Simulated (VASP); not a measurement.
Input of a VASP 6.6.1 run:

File INCAR:

```
PREC     = Accurate       # precision mode
ENCUT    = 520            # plane-wave cutoff, eV
EDIFF    = 1E-7           # SCF threshold, eV
ISMEAR   = 0              # smearing method
SIGMA    = 0.1            # smearing width, eV
LREAL    = Auto         
LASPH    = True           # aspherical terms in the spheres
NELM     = 150            # most SCF steps
ALGO     = Normal         # electronic algorithm
ISIF     = 2              # what is computed and relaxed
LWAVE    = False          # write WAVECAR
LCHARG   = False          # write CHGCAR
ISPIN    = 2              # spin polarisation
MAGMOM   = 0 0 0 0 0 0 -4 -4 0 0 0 0 0 0 0 0 0 0 0 0 # initial moments
LORBIT   = 11             # projections on sites
LMAXMIX  = 4              # l up to which the mixer works
GGA      = PS             # functional
NBANDS   = 81             # bands
ISYM     = 0
```

KPOINTS

```
Automatic mesh
0
Gamma
  2 2 1
  0.5 0.5 0
```

Contents of POSCAR:

```
Mg6Mn2CdHgTe10
1.0
    3.1698306971      3.2532367833      6.3439755601
   -3.2236351079     -3.2285706273      6.3585446874
    9.5526773757     -6.4515706425      3.1229436758
Mg Mn Cd Te Hg
6 2 1 10 1
Direct
    0.2010023731      1.0009281423      0.5995575431
    0.9996995283      0.0008224765      0.0023042788
    0.4000226063      1.0014102550      0.1990618156
    0.3001713118      0.5012874560      0.3990665727
    0.7977355710      1.0024309851      0.4032291829
    0.8987086919      0.5011900885      0.2030988258
    0.7002397934      0.4982353298      0.6031003360
    0.5025793383      0.4974261423     -0.0004637920
    0.1002643261      0.4991376500      0.8011588854
    0.5785526697      0.8612570914      0.5989146630
    0.4827616392      0.3825625407      0.8006185959
    0.9792631530      0.8771199775      0.8004297344
    0.3772571903      0.8603238710      0.0019207884
    0.7738370859      0.8764379638      0.2018846071
    0.6738742785      0.3789912027      0.4080411981
    0.1746167710      0.8762609055      0.3991369257
    0.0672378921      0.3772044587      0.5977075400
    0.8654082607      0.3768022231      1.0028749314
    0.2816552925      0.3781542285      0.1929026128
    0.5970603445      0.0015653274      0.8014304331
```

Potentials or basis: VASP PAW PBE potentials, release 64 (Mg, Mn_pv, Cd, Te, Hg).

Run with:

```sh
$ cat potpaw_PBE.64/Mg/POTCAR potpaw_PBE.64/Mn_pv/POTCAR potpaw_PBE.64/Cd/POTCAR potpaw_PBE.64/Te/POTCAR potpaw_PBE.64/Hg/POTCAR > POTCAR
$ mpirun -np 1 vasp_std > vasp.out
```

(1) Estimate the band gap on the k mesh.

(2) Predict the site moments.

(3) What does it give for the pressure?

Answers

(1) 1.27 eV.

(2) Mg -0.01; Mn -4.19; Cd -0.02; Te -0.03, -0.04, -0.01, -0.00, -0.02 (each value once); Hg -0.03 μB.

(3) 0.1 GPa.

Caveat: the k points lie up to 0.55 Å⁻¹ apart; the PAW data sets were made with another functional, which shifts forces and pressure a little; spin-orbit coupling is left out, which moves the levels of the heavy elements; a shifted mesh leaves out Γ, where band edges can lie; only a ferromagnetic start was run, and an antiferromagnetic order may lie lower in energy.
